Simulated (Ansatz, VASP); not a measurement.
## NaH in VASP and in Ansatz

File INCAR:

```
PREC     = Accurate       # precision mode
ENCUT    = 520            # plane-wave cutoff, eV
EDIFF    = 1E-8           # SCF threshold, eV
ISMEAR   = -1             # smearing method
SIGMA    = 0.02           # smearing width, eV
LREAL    = F              # projectors in reciprocal space
LASPH    = T              # aspherical terms in the spheres
NELM     = 80             # most SCF steps
ALGO     = Normal         # electronic algorithm
ISIF     = 2              # what is computed and relaxed
LWAVE    = F              # write WAVECAR
LCHARG   = F              # write CHGCAR
GGA      = PE             # functional
LEFG     = T            
NBANDS   = 11             # bands
```

Contents of KPOINTS:

```
regular mesh
0
Gamma
  9 9 9
```

POSCAR

```
NaH
1.0
    0.0000000000      2.3906138227      2.3906138227
    2.3906138227      0.0000000000      2.3906138227
    2.3906138227      2.3906138227      0.0000000000
Na H
1 1
Direct
    0.0000000000      0.0000000000      0.0000000000
    0.5000000000      0.5000000000      0.5000000000
```

Input for Ansatz:

```yaml
crystal:
  lattice:
    - [0.0, 2.3906138227, 2.3906138227]
    - [2.3906138227, 0.0, 2.3906138227]
    - [2.3906138227, 2.3906138227, 0.0]
  atoms:
    - { symbol: Na, position: [0.0, 0.0, 0.0] }
    - { symbol: H, position: [0.5, 0.5, 0.5] }
kpoints:
  mp_grid: { grid: [9, 9, 9] }
scf:
  occupations: { method: fermi_dirac, width: 0.02 }
hamiltonian:
  xc: pbe
  pseudopotentials: { kind: paw }
output:
  forces: true
  stress: true
  eigenvalues: true
  efg: { contact_densities: true }
```

Change from the starting cell: volume scaled by 0.9405, PAW files.

Alike in both runs: task electric field gradients; functional PBE; k mesh 9 × 9 × 9; occupations fermi-dirac, width 0.02 eV; no spin polarisation.

```csv
,VASP,Ansatz
version,VASP 6.6.1,Ansatz 0.2.0
potentials or method,"VASP PAW PBE potentials, release 64 (Na_pv, H)","PAW with Ansatz's default frozen-core files, scalar-relativistic"
plane-wave cutoff (eV),520,420
valence electrons in the cell,8,10
```

Ansatz gave:

* gap on the k mesh at the Fermi level (eV): 4.13
* pressure (GPa): 0.8

What did VASP give for the same quantities?

gap on the k mesh at the Fermi level (eV): 4.13; pressure (GPa): 0.7.

With one functional, cell and mesh, what is left measures potentials, basis and numerics. VASP's potentials hold 8 valence electrons a cell and Ansatz's 10, so a difference there can come from the potentials and not from the codes.
